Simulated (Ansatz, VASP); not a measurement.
One calculation of InSe, two programs

Contents of INCAR:

```
ALGO = Normal
EDIFF = 1E-8
ENCUT = 520
GGA = PE
ISIF = 2
ISMEAR = -1
LASPH = True
LCHARG = False
LEFG = True
LREAL = False
LWAVE = False
NBANDS = 27
NELM = 80
PREC = Accurate
SIGMA = 0.02
```

The input KPOINTS:

```
k-points
0
Gamma
  7 7 6
```

The input POSCAR:

```
InSe
1.0
    5.8873975131     -2.0618272927      0.0000000000
    5.8873975131      2.0618272927      0.0000000000
   -1.6047294086      0.0000000000      4.3380208189
In Se
2 2
Direct
    0.8840000000      0.8840000000      0.0050000000
    0.1160000000      0.1160000000      0.9950000000
    0.6600000000      0.6600000000      0.6420000000
    0.3400000000      0.3400000000      0.3580000000
```

Input for Ansatz:

```yaml
crystal:
  lattice:
    - [5.8873975131, -2.0618272927, 0.0]
    - [5.8873975131, 2.0618272927, 0.0]
    - [-1.6047294086, 0.0, 4.3380208189]
  atoms:
    - { symbol: In, position: [0.884, 0.884, 0.005] }
    - { symbol: In, position: [0.116, 0.116, 0.995] }
    - { symbol: Se, position: [0.66, 0.66, 0.642] }
    - { symbol: Se, position: [0.34, 0.34, 0.358] }
kpoints:
  mp_grid: { grid: [7, 7, 6] }
scf:
  occupations: { method: fermi_dirac, width: 0.02 }
hamiltonian:
  xc: pbe
  pseudopotentials: { kind: all_electron, datasets: crystal }
output:
  forces: true
  stress: true
  eigenvalues: true
  efg: { contact_densities: true }
```

Change from the starting cell: volume scaled by 1.01, crystal datasets.

Alike in both runs: task electric field gradients; functional PBE; k mesh 7 × 7 × 6; occupations fermi-dirac, width 0.02 eV; no spin polarisation.

|  | VASP | Ansatz |
| --- | --- | --- |
| version | VASP 6.6.1 | Ansatz 0.2.0 |
| potentials or method | VASP PAW PBE potentials, release 64 (In_d, Se), cutoff 520 eV | all-electron PAW with datasets made for the crystal, scalar-relativistic |

```csv
,VASP,Ansatz,Ansatz less VASP
gap on the k mesh at the Fermi level (eV),0.92,0.93,+0.005
pressure (GPa),2.3,2.3,-0.03
"traceless stress, the component that is largest in VASP (GPa)",2.21,2.21,-0.002
rms of the force components (eV/Å),0.373,0.373,-0.0002
size of Vzz on the site where it differs most (V/Å²),75.2,78.9,+3.68
```

Atom by atom the forces differ by 0.006 eV/Å (rms over components). Ansatz ran all-electron here, and VASP with PAW potentials.
